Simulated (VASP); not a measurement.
# Al3Ni2 (P-3m1) in VASP: notebook

The runs below take Al3Ni2 through single point, with PBEsol.

Everything below comes from runs of VASP 6.6.1. Logs are shortened: lines on timing, memory, paths and dates and some standing lists are left out, and cuts for length are marked.

### 1 The cell of the first run

Symmetry: P-3m1, No. 164, trigonal system. The conventional cell has a = 3.675 Å, b = 3.675 Å, c = 4.498 Å, α = 90.00°, β = 90.00°, γ = 120.00°. Al (site symmetry -3m) has 6 Ni at 2.22 Å and 6 Al at 2.66 Å within 2.9 Å. Within 2.9 Å of Al (site symmetry 3m) lie 5 Ni at 2.23 to 2.32 Å and 6 Al at 2.49 to 2.66 Å. Ni (site symmetry 3m) has 8 Al at 2.22 to 2.32 Å and 3 Ni at 2.51 Å within 2.9 Å.

### 2 Single point, PBEsol

The input, INCAR:

```
ALGO = Fast
EDIFF = 1E-6
ENCUT = 520
GGA = PS
ISIF = 2
ISMEAR = 0
LASPH = T
LCHARG = F
LREAL = F
LWAVE = F
NBANDS = 22
NELM = 80
PREC = Accurate
SIGMA = 0.1
```

The input, KPOINTS:

```
k-points
0
Gamma
  12 12 8
```

The input, POSCAR:

```
Al3Ni2
1.0
    3.6745226675      0.0000000000      0.0000000000
   -1.8372613337      3.1822299768      0.0000000000
    0.0000000000      0.0000000000      4.4976626270
Al Ni
3 2
Direct
    0.0000000000      0.0000000000      0.0000000000
    0.3333333333      0.6666666667      0.6439524994
    0.6666666667      0.3333333333      0.3560475006
    0.3333333333      0.6666666667      0.1486068557
    0.6666666667      0.3333333333      0.8513931443
```

Potentials or basis: VASP PAW PBE potentials, release 64 (Al, Ni).

Launch:

```sh
cat potpaw_PBE.64/Al/POTCAR potpaw_PBE.64/Ni/POTCAR > POTCAR
mpirun -np 1 vasp_std > vasp.out
```

OUTCAR:

```text
EDIFF = 1E-6
   ENCUT = 520
   GGA = PS
   ISIF = 2
   ISMEAR = 0
   LASPH = T
   LREAL = F
   NELM = 80
   PREC = Accurate

 ion  position               nearest neighbor table
   1  0.000  0.000  0.000-   4 2.22   5 2.22   4 2.22   5 2.22   5 2.22   4 2.22   2 2.66   3 2.66
                             2 2.66   3 2.66   2 2.66   3 2.66
   2  0.333  0.667  0.644-   4 2.23   4 2.27   5 2.32   5 2.32   5 2.32   3 2.49   3 2.49   3 2.49
                             1 2.66   1 2.66   1 2.66
   3  0.667  0.333  0.356-   5 2.23   5 2.27   4 2.32   4 2.32   4 2.32   2 2.49   2 2.49   2 2.49
                             1 2.66   1 2.66   1 2.66
   4  0.333  0.667  0.149-   1 2.22   1 2.22   1 2.22   2 2.23   2 2.27   3 2.32   3 2.32   3 2.32
                             5 2.51   5 2.51   5 2.51
   5  0.667  0.333  0.851-   1 2.22   1 2.22   1 2.22   3 2.23   3 2.27   2 2.32   2 2.32   2 2.32
                             4 2.51   4 2.51   4 2.51

  LATTYP: Found a hexagonal cell.
 ALAT       =     3.6745226675
 C/A-ratio  =     1.2240127587

  Lattice vectors:

 A1 = (   3.6745226675,   0.0000000000,   0.0000000000)
 A2 = (  -1.8372613337,   3.1822299768,   0.0000000000)
 A3 = (   0.0000000000,   0.0000000000,   4.4976626270)

Analysis of symmetry for initial positions (statically):
=====================================================================
 Subroutine PRICEL returns:
 Original cell was already a primitive cell.

 Routine SETGRP: Setting up the symmetry group for a
 hexagonal supercell.

 Subroutine GETGRP returns: Found 12 space group operations
 (whereof 12 operations were pure point group operations)
 out of a pool of 24 trial point group operations.

The static configuration has the point symmetry D_3d.

Analysis of symmetry for dynamics (positions and initial velocities):
=====================================================================
 Subroutine PRICEL returns:
 Original cell was already a primitive cell.

 Routine SETGRP: Setting up the symmetry group for a
 hexagonal supercell.

 Subroutine GETGRP returns: Found 12 space group operations
 (whereof 12 operations were pure point group operations)
 out of a pool of 24 trial point group operations.

The dynamic configuration has the point symmetry D_3d.

 Subroutine INISYM returns: Found 12 space group operations
 (whereof 12 operations are pure point group operations),
 and found     1 'primitive' translations

----------------------------------------------------------------------------------------

                                     Primitive cell

  volume of cell :      52.5920

  direct lattice vectors                    reciprocal lattice vectors
     3.674522667  0.000000000  0.000000000     0.272144191  0.157122522  0.000000000
    -1.837261334  3.182229977  0.000000000     0.000000000  0.314245044  0.000000000
     0.000000000  0.000000000  4.497662627     0.000000000  0.000000000  0.222337708

  length of vectors
     3.674522667  3.674522667  4.497662627     0.314245044  0.314245044  0.222337708

  position of ions in fractional coordinates (direct lattice)
     0.000000000  0.000000000  0.000000000
     0.333333333  0.666666667  0.643952499
     0.666666667  0.333333333  0.356047501
     0.333333333  0.666666667  0.148606856
     0.666666667  0.333333333  0.851393144

  ion indices of the primitive-cell ions
   primitive index   ion index
                 1           1
                 2           2
                 3           3
                 4           4
                 5           5

----------------------------------------------------------------------------------------

 KPOINTS: k-points

Automatic generation of k-mesh.
 Grid dimensions read from file:
 generate k-points for:   12   12    8

 Generating k-lattice:

  Cartesian coordinates                     Fractional coordinates (reciprocal lattice)
     0.022678683  0.013093544  0.000000000     0.083333333  0.000000000  0.000000000
     0.000000000  0.026187087  0.000000000     0.000000000  0.083333333  0.000000000
     0.000000000  0.000000000  0.027792214     0.000000000  0.000000000  0.125000000

  Length of vectors
     0.026187087  0.026187087  0.027792214

  Shift w.r.t. Gamma in fractional coordinates (k-lattice)
     0.000000000  0.000000000  0.000000000

 Subroutine IBZKPT returns following result:
 ===========================================

 Found    131 irreducible k-points:

 Following reciprocal coordinates:
            Coordinates               Weight
  0.000000  0.000000  0.000000      1.000000
  0.083333  0.000000  0.000000      6.000000
  0.166667  0.000000  0.000000      6.000000
  0.250000 -0.000000  0.000000      6.000000
  0.333333 -0.000000  0.000000      6.000000
  0.416667 -0.000000  0.000000      6.000000
[... 16 lines left out ...]
  0.166667  0.000000  0.125000      6.000000
  0.000000  0.166667  0.125000      6.000000
 [... further k-points ...]
   k-points           NKPTS =    131   k-points in BZ     NKDIM =    131   number of bands    NBANDS=     22
   number of dos      NEDOS =    301   number of ions     NIONS =      5
   total plane-waves  NPLWV =  28224
   dimension x,y,z NGX =    28 NGY =   28 NGZ =   36
   dimension x,y,z NGXF=    56 NGYF=   56 NGZF=   72
   ions per type =               3   2
   NGX,Y,Z   is equivalent  to a cutoff of  12.67, 12.67, 13.31 a.u.
   NGXF,Y,Z  is equivalent  to a cutoff of  25.34, 25.34, 26.61 a.u.
 SYSTEM =  unknown system
   PREC   = accura    normal or accurate (medium, high low for compatibility)
   ISTART =      0    job   : 0-new  1-cont  2-samecut
   ICHARG =      2    charge: 1-file 2-atom 10-const
   ISPIN  =      1    spin polarized calculation?
   LNONCOLLINEAR =      F non collinear calculations
   LSORBIT =      F    spin-orbit coupling
   LASPH  =      T    aspherical Exc in radial PAW
   ENCUT  =  520.0 eV  38.22 Ry    6.18 a.u.   6.83  6.83  8.36*2*pi/ulx,y,z
   NELM   =     80;   NELMIN=  2; NELMDL= -5     # of ELM steps
   EDIFF  = 0.1E-05   stopping-criterion for ELM
   LREAL  =      F    real-space projection
   EDIFFG = 0.1E-04   stopping-criterion for IOM
   NSW    =      0    number of steps for IOM
   IBRION =     -1    ionic relax: 0-MD 1-quasi-New 2-CG
   NFREE  =      0    steps in history (QN), initial steepest desc. (CG)
   ISIF   =      2    stress and relaxation
   ISYM   =      2    0-nonsym 1-usesym 2-fastsym
   POTIM  = 0.5000    time-step for ionic-motion
   TEBEG  =    0.0;   TEEND  =   0.0 temperature during run
   PSTRESS=    0.0 pullay stress
   NELECT =      29.0000    total number of electrons
   NUPDOWN=      -1.0000    fix difference up-down
   EMIN   =  10.00;   EMAX   =-10.00  energy-range for DOS
   EFERMI =   0.00;   METHOD = LEGACY
   ISMEAR =     0;   SIGMA  =   0.10  broadening in eV -4-tet -1-fermi 0-gaus
   EFERMI_NEDOS =   21; number of points for ismear=-14 and -15
   IALGO  =     68    algorithm
   IMIX   =      4    mixing-type and parameters
     AMIX     =   0.40;   BMIX     =  1.00
     AMIX_MAG =   1.60;   BMIX_MAG =  1.00
  volume/ion in A,a.u.               =      10.52        70.98
  Fermi-wavevector in a.u.,A,eV,Ry     =   1.342459  2.536880 24.520369  1.802196
  Thomas-Fermi vector in A             =   2.470611
   LORBIT       =      0    0 simple, 1 ext, 2 COOP (PROOUT), +10 PAW based schemes
   GGA     = PS    functional components
   LHFCALC =     F    Hartree Fock is set to
   AEXX    =    0.0000 exact exchange contribution
   IVDW    =     0    specifies the selected vdW correction
   LEPSILON=     F    determine dielectric tensor
   LRPA    =     F    only Hartree local field effects (RPA)
 non-spin polarized calculation
 RMM-DIIS sequential band-by-band and
 Gauss-broadening in eV      SIGMA  =   0.10
  energy-cutoff  :      520.00
  volume of cell :       52.59
 maximum number of plane-waves:      1461
   NGX = 13   NGY = 13   NGZ = 17

 number of electron      28.9999993 magnetization

 Free energy of the ion-electron system (eV)
  ---------------------------------------------------
  ext. energy  EPLUGINS =         0.00000000
  ---------------------------------------------------
  free energy    TOTEN  =       -25.42132451 eV

  energy without entropy =      -25.41593319  energy(sigma->0) =      -25.41862885

 E-fermi :  11.7383     XC(G=0): -12.5323

 val. band max:       11.7297356417   @ k =   0.1667   0.1667   0.5000
 cond. band min:      11.7715453014   @ k =   0.2500   0.2500   0.5000
 fundamental gap:      0.0418096596
 Fermi energy:        11.7382848557

 k-point     1 :       0.0000    0.0000    0.0000
  band No.  band energies     occupation
      1      -0.5544      2.00000
      2       5.3419      2.00000
      3       6.0222      2.00000
      4       6.9778      2.00000
      5       6.9778      2.00000
      6       7.5564      2.00000
[... 14 lines left out ...]
     21      20.1413      0.00000
     22      20.1520      0.00000

 k-point     2 :       0.0833    0.0000    0.0000
  band No.  band energies     occupation
      1      -0.4498      2.00000
      2       5.4018      2.00000
      3       6.0452      2.00000
      4       6.9540      2.00000
      5       7.0260      2.00000
      6       7.5169      2.00000
[... 14 lines left out ...]
     21      19.4529      0.00000
     22      19.5308      0.00000

 k-point     3 :       0.1667    0.0000    0.0000
  band No.  band energies     occupation
      1      -0.1381      2.00000
      2       5.5649      2.00000
      3       6.0758      2.00000
      4       6.8745      2.00000
      5       7.1672      2.00000
      6       7.4035      2.00000
[... 14 lines left out ...]
     21      19.3504      0.00000
     22      19.4245      0.00000
[... 476 lines left out ...]
 k-point    23 :       0.1667    0.0000    0.1250
  band No.  band energies     occupation
      1      -0.0246      2.00000
      2       4.8688      2.00000
      3       6.3325      2.00000
      4       6.9268      2.00000
      5       7.1564      2.00000
      6       7.4018      2.00000
[... 14 lines left out ...]
     21      19.4455      0.00000
     22      20.0771      0.00000

 k-point    24 :       0.0000    0.1667    0.1250
  band No.  band energies     occupation
      1      -0.0249      2.00000
      2       4.8845      2.00000
      3       6.3601      2.00000
      4       6.8490      2.00000
      5       7.1361      2.00000
      6       7.4890      2.00000
[... 14 lines left out ...]
     21      19.4723      0.00000
     22      19.8665      0.00000

 [... further k-points ...]

------------------------ aborting loop because EDIFF is reached ----------------------------------------

  FORCE on cell =-STRESS in cart. coord.  units (eV):
  Direction    XX          YY          ZZ          XY          YZ          ZX
  --------------------------------------------------------------------------------------
  -------------------------------------------------------------------------------------
  Total       19.7094705     19.7094705     19.7338444      0.0000000      0.0000000      0.0000000
  in kB      600.4352358    600.4352358    601.1777688      0.0000000      0.0000000      0.0000000
  external PRESSURE =     600.6827468 kB  Pullay stress =       0.0000000 kB

 VOLUME and BASIS-vectors are now :
 -----------------------------------------------------------------------------
  energy-cutoff  :      520.00
  volume of cell :       52.59
      direct lattice vectors                 reciprocal lattice vectors
     3.674522667  0.000000000  0.000000000     0.272144191  0.157122522  0.000000000
    -1.837261334  3.182229977  0.000000000     0.000000000  0.314245044  0.000000000
     0.000000000  0.000000000  4.497662627     0.000000000  0.000000000  0.222337708

 POSITION                                       TOTAL-FORCE (eV/Angst)
 -----------------------------------------------------------------------------------
      0.00000      0.00000      0.00000         0.000000      0.000000      0.000000
     -0.00000      2.12149      2.89628         0.000000      0.000000      0.004653
      1.83726      1.06074      1.60138         0.000000      0.000000     -0.004653
     -0.00000      2.12149      0.66838         0.000000      0.000000      0.013177
      1.83726      1.06074      3.82928        -0.000000     -0.000000     -0.013177
 -----------------------------------------------------------------------------------
    total drift:                                0.000000     -0.000000      0.000000

  FREE ENERGIE OF THE ION-ELECTRON SYSTEM (eV)
  ---------------------------------------------------
  free  energy   TOTEN  =       -25.4213245143 eV

  energy  without entropy=      -25.4159331883  energy(sigma->0) =      -25.41862885
```

Run time: 4.3 min. Hardware: 1 thread of Intel Xeon Platinum 8259CL at 2.50GHz (Skylake/Cascade Lake), shared host; peak memory 0.27 GiB.

What came out:

* Free energy: -25.4213 eV
* Pressure: 60.1 GPa
* Largest force: 0.013 eV/Å
* Band gap on the k mesh: zero (an odd number of electrons rules out a gap without spin polarisation)

Forces on the atoms (eV/Å):
```
Al   0.000  0.000  0.000
Al   0.000  0.000  0.005
Al   0.000  0.000 -0.005
Ni   0.000  0.000  0.013
Ni   0.000  0.000 -0.013
```

Caveat: the cell stands under pressure; the PAW data sets were made with another functional, which shifts forces and pressure a little. Spin polarisation is off, so any magnetic state and its effect on volume and gap are missing.

### 3 Single point, PBEsol

This run uses another cell than the first one, of 11.58 Å³/atom.

The input, INCAR:

```
PREC = Accurate ; ENCUT = 520
EDIFF = 1E-6 ; ISMEAR = 0
SIGMA = 0.1 ; LREAL = False
LASPH = True ; NELM = 100
ALGO = Fast ; ISIF = 2
LWAVE = False ; LCHARG = False
GGA = PS ; NBANDS = 22
```

The input, KPOINTS:

```
regular mesh
0
Gamma
  12 12 8
```

The input, POSCAR:

```
Al3Ni2
1.0
    3.7986607024      0.0000000000      0.0000000000
   -1.8993303512      3.2897366687      0.0000000000
    0.0000000000      0.0000000000      4.6345048974
Al Ni
3 2
Direct
    0.0000000000      0.0000000000      0.0000000000
    0.3333333333      0.6666666667      0.6452089868
    0.6666666667      0.3333333333      0.3547910132
    0.3333333333      0.6666666667      0.1474356575
    0.6666666667      0.3333333333      0.8525643425
```

Potentials or basis: VASP PAW PBE potentials, release 64 (Al, Ni).

Launch:

```sh
cat potpaw_PBE.64/Al/POTCAR potpaw_PBE.64/Ni/POTCAR > POTCAR
mpirun -np 1 vasp_std > vasp.out
```

Wall time 2.8 min (1 thread of Intel Xeon Platinum 8259CL at 2.50GHz (Skylake/Cascade Lake), shared host); peak memory 0.27 GiB.

The run converged. Its results:

- Free energy: -26.8825 eV
- Pressure: 30.1 GPa
- Largest force: 0.020 eV/Å
- Band gap on the k mesh: zero (an odd number of electrons rules out a gap without spin polarisation)

Forces on the atoms (eV/Å):
```
Al   0.000  0.000  0.000
Al   0.000  0.000  0.007
Al   0.000  0.000 -0.007
Ni   0.000  0.000  0.020
Ni   0.000  0.000 -0.020
```

Stress tensor (GPa, compression positive):
```
30.08  0.00  0.00
 0.00 30.08  0.00
 0.00  0.00 30.17
```

Levels at points of the mesh, in eV from the Fermi level:
| k point | band 13 | band 14 | band 15 | band 16 | band 17 | band 18 |
| --- | --- | --- | --- | --- | --- | --- |
| (0.00, 0.00, 0.00) | -1.57 | 1.41 | 1.41 | 3.54 | 3.54 | 5.22 |
| (0.50, 0.00, 0.00) | -1.90 | -1.84 | -1.42 | 1.66 | 2.31 | 2.88 |
| (0.00, 0.00, 0.50) | 3.00 | 3.00 | 3.06 | 3.06 | 3.29 | 4.91 |
| (0.50, 0.00, 0.50) | -2.11 | -1.25 | -0.37 | 1.74 | 2.43 | 3.98 |

Caveat: the cell stands under pressure; the PAW data sets were made with another functional, which shifts forces and pressure a little. Spin polarisation is off, so any magnetic state and its effect on volume and gap are missing.
